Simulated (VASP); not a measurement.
# AlN (C2) in VASP: further runs

AlN is run at these levels: PBEsol; tasks: single point.

All numbers are computed with VASP 6.6.1; they aren't measurements. Logs are shortened: lines on timing, memory, paths and dates and some standing lists are left out, and cuts for length are marked.

## (1) The cell of the first run

The structure is monoclinic, space group C2 (No. 5). Conventional cell: a = 4.071 Å, b = 4.531 Å, c = 3.045 Å, α = 90.00°, β = 131.94°, γ = 90.00°. Al (site symmetry 2) has 4 N at 1.83 to 1.97 Å within 2.4 Å. Within 2.4 Å of N (site symmetry 2) lie 4 Al at 1.83 to 1.97 Å.

## (2) Single point, PBEsol (mode 4 frozen in at -0.076 Å, strain +e along z and -e/2 along x and y -0.0700)

Contents of INCAR:

```
PREC = Accurate
ENCUT = 520
EDIFF = 1E-7
ISMEAR = 0
SIGMA = 0.05
LREAL = False
LASPH = True
NELM = 80
ALGO = Normal
ISIF = 2
LWAVE = False
LCHARG = False
GGA = PS
NBANDS = 11
```

Contents of KPOINTS:

```
regular mesh
0
Gamma
  10 10 10
```

Contents of POSCAR:

```
AlN
1.0
    0.0000000000      2.0354507106      2.2652596618
    2.2652596618      0.0000000000      2.2652596618
    2.2652596618      2.0354507106      0.0000000000
Al N
1 1
Direct
   -0.0090133114      0.0090133114      0.0090133114
    0.7673622480      0.7326377520      0.7326377520
```

Potentials or basis: VASP PAW PBE potentials, release 64 (Al, N).

Command:

```
> cat potpaw_PBE.64/Al/POTCAR potpaw_PBE.64/N/POTCAR > POTCAR
> mpirun -np 1 vasp_std > vasp.out
```

OUTCAR:

```text
PREC = Accurate
   ENCUT = 520
   EDIFF = 1E-7
   ISMEAR = 0
   LREAL = False
   LASPH = True
   NELM = 80
   ISIF = 2
   GGA = PS

 ion  position               nearest neighbor table
   1  0.991  0.009  0.009-   2 1.83   2 1.83   2 1.97   2 1.97
   2  0.767  0.733  0.733-   1 1.83   1 1.83   1 1.97   1 1.97

  LATTYP: Found a body centered tetragonal cell.
 ALAT       =     3.2035609360
 C/A-ratio  =     1.2707426213

  Lattice vectors:

 A1 = (   0.0000000000,  -2.0354507106,   2.2652596618)
 A2 = (   0.0000000000,  -2.0354507106,  -2.2652596618)
 A3 = (   2.2652596618,   2.0354507106,   0.0000000000)

Analysis of symmetry for initial positions (statically):
=====================================================================
 Subroutine PRICEL returns:
 Original cell was already a primitive cell.

 Routine SETGRP: Setting up the symmetry group for a
 body centered tetragonal supercell.

 Subroutine GETGRP returns: Found  2 space group operations
 (whereof  2 operations were pure point group operations)
 out of a pool of 16 trial point group operations.

The static configuration has the point symmetry C_2 .

Analysis of symmetry for dynamics (positions and initial velocities):
=====================================================================
 Subroutine PRICEL returns:
 Original cell was already a primitive cell.

 Routine SETGRP: Setting up the symmetry group for a
 body centered tetragonal supercell.

 Subroutine GETGRP returns: Found  2 space group operations
 (whereof  2 operations were pure point group operations)
 out of a pool of 16 trial point group operations.

The dynamic configuration has the point symmetry C_2 .

 Subroutine INISYM returns: Found  2 space group operations
 (whereof  2 operations are pure point group operations),
 and found     1 'primitive' translations

----------------------------------------------------------------------------------------

                                     Primitive cell

  volume of cell :      20.8894

  direct lattice vectors                    reciprocal lattice vectors
     0.000000000  2.035450711  2.265259662    -0.220725248  0.245645840  0.220725248
     2.265259662  0.000000000  2.265259662     0.220725248 -0.245645840  0.220725248
     2.265259662  2.035450711  0.000000000     0.220725248  0.245645840 -0.220725248

  length of vectors
     3.045399962  3.203560936  3.045399962     0.397216753  0.397216753  0.397216753

  position of ions in fractional coordinates (direct lattice)
     0.990986689  0.009013311  0.009013311
     0.767362248  0.732637752  0.732637752

  ion indices of the primitive-cell ions
   primitive index   ion index
                 1           1
                 2           2

----------------------------------------------------------------------------------------

 KPOINTS: regular mesh

Automatic generation of k-mesh.
 Grid dimensions read from file:
 generate k-points for:   10   10   10

 Generating k-lattice:

  Cartesian coordinates                     Fractional coordinates (reciprocal lattice)
    -0.022072525  0.024564584  0.022072525     0.100000000  0.000000000  0.000000000
     0.022072525 -0.024564584  0.022072525     0.000000000  0.100000000  0.000000000
     0.022072525  0.024564584 -0.022072525     0.000000000  0.000000000  0.100000000

  Length of vectors
     0.039721675  0.039721675  0.039721675

  Shift w.r.t. Gamma in fractional coordinates (k-lattice)
     0.000000000  0.000000000  0.000000000

 Subroutine IBZKPT returns following result:
 ===========================================

 Found    282 irreducible k-points:

 Following reciprocal coordinates:
            Coordinates               Weight
  0.000000  0.000000  0.000000      1.000000
  0.100000  0.000000  0.000000      4.000000
  0.000000 -0.100000  0.000000      4.000000
  0.200000  0.000000  0.000000      4.000000
  0.000000 -0.200000  0.000000      4.000000
  0.300000  0.000000 -0.000000      4.000000
[... 16 lines left out ...]
  0.000000 -0.400000 -0.100000      4.000000
 -0.100000 -0.100000  0.300000      4.000000
 [... further k-points ...]
   k-points           NKPTS =    282   k-points in BZ     NKDIM =    282   number of bands    NBANDS=     11
   number of dos      NEDOS =    301   number of ions     NIONS =      2
   total plane-waves  NPLWV =  13824
   dimension x,y,z NGX =    24 NGY =   24 NGZ =   24
   dimension x,y,z NGXF=    48 NGYF=   48 NGZF=   48
   ions per type =               1   1
   NGX,Y,Z   is equivalent  to a cutoff of  13.10, 12.45, 13.10 a.u.
   NGXF,Y,Z  is equivalent  to a cutoff of  26.20, 24.91, 26.20 a.u.
 SYSTEM =  unknown system
   PREC   = accura    normal or accurate (medium, high low for compatibility)
   ISTART =      0    job   : 0-new  1-cont  2-samecut
   ICHARG =      2    charge: 1-file 2-atom 10-const
   ISPIN  =      1    spin polarized calculation?
   LNONCOLLINEAR =      F non collinear calculations
   LSORBIT =      F    spin-orbit coupling
   LASPH  =      T    aspherical Exc in radial PAW
   ENCUT  =  520.0 eV  38.22 Ry    6.18 a.u.   5.66  5.96  5.66*2*pi/ulx,y,z
   NELM   =     80;   NELMIN=  2; NELMDL= -5     # of ELM steps
   EDIFF  = 0.1E-06   stopping-criterion for ELM
   LREAL  =      F    real-space projection
   EDIFFG = 0.1E-05   stopping-criterion for IOM
   NSW    =      0    number of steps for IOM
   IBRION =     -1    ionic relax: 0-MD 1-quasi-New 2-CG
   NFREE  =      0    steps in history (QN), initial steepest desc. (CG)
   ISIF   =      2    stress and relaxation
   ISYM   =      2    0-nonsym 1-usesym 2-fastsym
   POTIM  = 0.5000    time-step for ionic-motion
   TEBEG  =    0.0;   TEEND  =   0.0 temperature during run
   PSTRESS=    0.0 pullay stress
   NELECT =       8.0000    total number of electrons
   NUPDOWN=      -1.0000    fix difference up-down
   EMIN   =  10.00;   EMAX   =-10.00  energy-range for DOS
   EFERMI =   0.00;   METHOD = LEGACY
   ISMEAR =     0;   SIGMA  =   0.05  broadening in eV -4-tet -1-fermi 0-gaus
   EFERMI_NEDOS =   21; number of points for ismear=-14 and -15
   IALGO  =     38    algorithm
   IMIX   =      4    mixing-type and parameters
     AMIX     =   0.40;   BMIX     =  1.00
     AMIX_MAG =   1.60;   BMIX_MAG =  1.00
  volume/ion in A,a.u.               =      10.44        70.48
  Fermi-wavevector in a.u.,A,eV,Ry     =   1.188856  2.246612 19.230188  1.413379
  Thomas-Fermi vector in A             =   2.324976
   LORBIT       =      0    0 simple, 1 ext, 2 COOP (PROOUT), +10 PAW based schemes
   GGA     = PS    functional components
   LHFCALC =     F    Hartree Fock is set to
   AEXX    =    0.0000 exact exchange contribution
   IVDW    =     0    specifies the selected vdW correction
   LEPSILON=     F    determine dielectric tensor
   LRPA    =     F    only Hartree local field effects (RPA)
 non-spin polarized calculation
 Gauss-broadening in eV      SIGMA  =   0.05
  energy-cutoff  :      520.00
  volume of cell :       20.89
 maximum number of plane-waves:       574
   NGX = 11   NGY = 11   NGZ = 11

 number of electron       8.0000000 magnetization

 Free energy of the ion-electron system (eV)
  ---------------------------------------------------
  ext. energy  EPLUGINS =         0.00000000
  ---------------------------------------------------
  free energy    TOTEN  =       -15.45541375 eV

  energy without entropy =      -15.45541375  energy(sigma->0) =      -15.45541375

 E-fermi :   6.5698     XC(G=0): -11.1241

 val. band max:        6.2941520360   @ k =   0.0000   0.0000   0.0000
 cond. band min:       8.8457244667   @ k =   0.5000   0.0000   0.5000
 fundamental gap:      2.5515724307
 Fermi energy:         6.5697771424

 k-point     1 :       0.0000    0.0000    0.0000
  band No.  band energies     occupation
      1      -9.0745      2.00000
      2       5.5819      2.00000
      3       5.7864      2.00000
      4       6.2942      2.00000
      5       9.9250      0.00000
      6      18.2733      0.00000
      7      18.4172      0.00000
      8      18.4317      0.00000
      9      21.7217      0.00000
     10      23.5188      0.00000
     11      23.6263      0.00000

 k-point     2 :       0.1000    0.0000    0.0000
  band No.  band energies     occupation
      1      -8.9266      2.00000
      2       5.1600      2.00000
      3       5.5444      2.00000
      4       5.9817      2.00000
      5      10.6424      0.00000
      6      17.6633      0.00000
      7      18.3457      0.00000
      8      18.7284      0.00000
      9      21.1327      0.00000
     10      22.1565      0.00000
     11      24.9987      0.00000

 k-point     3 :       0.0000   -0.1000    0.0000
  band No.  band energies     occupation
      1      -8.9251      2.00000
      2       4.8735      2.00000
      3       5.6593      2.00000
      4       6.2345      2.00000
      5      10.5563      0.00000
      6      17.7975      0.00000
      7      18.5007      0.00000
      8      18.5610      0.00000
      9      20.8736      0.00000
     10      22.1455      0.00000
     11      25.2231      0.00000

 k-point     4 :       0.2000    0.0000    0.0000
  band No.  band energies     occupation
      1      -8.5055      2.00000
      2       3.5597      2.00000
      3       5.3818      2.00000
      4       5.8170      2.00000
      5      11.8037      0.00000
      6      16.6978      0.00000
      7      17.6125      0.00000
      8      19.1492      0.00000
      9      21.4203      0.00000
     10      21.6229      0.00000
     11      24.3425      0.00000

 k-point     5 :       0.0000   -0.2000    0.0000
  band No.  band energies     occupation
      1      -8.4993      2.00000
      2       3.3195      2.00000
      3       5.4532      2.00000
      4       6.1468      2.00000
      5      11.6365      0.00000
      6      16.7715      0.00000
      7      17.8907      0.00000
      8      18.9754      0.00000
      9      21.1521      0.00000
     10      21.4618      0.00000
     11      24.4272      0.00000
[... 211 lines left out ...]
 k-point    21 :       0.2000    0.3000    0.3000
  band No.  band energies     occupation
      1      -8.0292      2.00000
      2       2.4491      2.00000
      3       5.0590      2.00000
      4       5.5517      2.00000
      5      12.5498      0.00000
      6      15.6853      0.00000
      7      16.9952      0.00000
      8      19.0755      0.00000
      9      21.2612      0.00000
     10      23.0667      0.00000
     11      25.4742      0.00000

 k-point    22 :       0.4000    0.1000    0.0000
  band No.  band energies     occupation
      1      -7.4031      2.00000
      2       1.1128      2.00000
      3       4.7498      2.00000
      4       5.4193      2.00000
      5      13.1193      0.00000
      6      14.8210      0.00000
      7      16.7354      0.00000
      8      18.9994      0.00000
      9      22.7409      0.00000
     10      23.8233      0.00000
     11      26.0615      0.00000

 k-point    23 :       0.0000   -0.4000   -0.1000
  band No.  band energies     occupation
      1      -7.3841      2.00000
      2       0.9329      2.00000
      3       4.7815      2.00000
      4       5.7394      2.00000
      5      13.0098      0.00000
      6      14.7533      0.00000
      7      16.9029      0.00000
      8      18.9463      0.00000
      9      22.5969      0.00000
     10      23.8172      0.00000
     11      25.8644      0.00000

 k-point    24 :      -0.1000   -0.1000    0.3000
  band No.  band energies     occupation
      1      -7.3818      2.00000
      2       0.9096      2.00000
      3       4.8632      2.00000
      4       5.7012      2.00000
      5      12.9652      0.00000
      6      14.7637      0.00000
      7      16.9354      0.00000
      8      19.0093      0.00000
      9      22.4154      0.00000
     10      23.9374      0.00000
     11      25.7090      0.00000

 [... further k-points ...]
[... 5 lines left out ...]
  --------------------------------------------------------------------------------------
  -------------------------------------------------------------------------------------
  Total       -0.3926881      1.1141741     -0.0428229      0.0000000     -1.0802882      0.0000000
  in kB      -30.1183896     85.4549226     -3.2844274      0.0000000    -82.8559390      0.0000000
  external PRESSURE =      17.3507019 kB  Pullay stress =       0.0000000 kB

 VOLUME and BASIS-vectors are now :
 -----------------------------------------------------------------------------
  energy-cutoff  :      520.00
  volume of cell :       20.89
      direct lattice vectors                 reciprocal lattice vectors
     0.000000000  2.035450711  2.265259662    -0.220725248  0.245645840  0.220725248
     2.265259662  0.000000000  2.265259662     0.220725248 -0.245645840  0.220725248
     2.265259662  2.035450711  0.000000000     0.220725248  0.245645840 -0.220725248

 POSITION                                       TOTAL-FORCE (eV/Angst)
 -----------------------------------------------------------------------------------
      0.04083      2.03545      2.26526        -1.753505      0.000000     -0.000000
      3.31923      3.05318      3.39789         1.753505     -0.000000      0.000000
 -----------------------------------------------------------------------------------
    total drift:                               -0.000014     -0.000000      0.000000

  FREE ENERGIE OF THE ION-ELECTRON SYSTEM (eV)
  ---------------------------------------------------
  free  energy   TOTEN  =       -15.4554137520 eV

  energy  without entropy=      -15.4554137520  energy(sigma->0) =      -15.45541375
```

Run time: 16 s. Hardware: 1 thread of Intel Xeon 6975P-C (Granite Rapids), shared host; peak memory 0.18 GiB.

Results:

```
Free energy            : -15.4554 eV
Pressure               : 1.7 GPa
Largest force          : 1.754 eV/Å
Band gap on the k mesh : 2.55 eV, indirect (least direct gap 3.63 eV)
```

Forces in eV/Å, atoms in the order of the input:
```
Al  -1.754  0.000  0.000
N    1.754  0.000  0.000
```

Levels at points of the mesh, in eV from the valence-band top:
```
           k point  band 1  band 2  band 3  band 4  band 5  band 6  band 7  band 8  band 9
(0.00, 0.00, 0.00)  -15.37   -0.71   -0.51    0.00    3.63   11.98   12.12   12.14   15.43
(0.50, 0.00, 0.00)  -13.29   -6.22   -1.35   -0.68    6.50    9.42    9.63   12.12   16.80
(0.00, 0.50, 0.00)  -13.26   -6.40   -1.31   -0.32    6.40    9.26    9.80   12.07   16.78
(0.50, 0.50, 0.00)  -12.79   -5.71   -1.87   -1.85    2.99    8.52   12.60   13.98   17.05
(0.00, 0.50, 0.50)  -12.79   -5.69   -2.12   -1.67    3.01    8.61   12.62   13.94   16.94
(0.50, 0.00, 0.50)  -12.36   -4.68   -2.75   -2.74    2.55    6.86   14.49   14.62   14.65
```

Caveat: the cell differs from its parent crystal (mode 4 frozen in at -0.076 Å, strain +e along z and -e/2 along x and y -0.0700); the PAW data sets were made with another functional, which shifts forces and pressure a little. A k mesh can miss the band edges.

[end of part 1 of 2]
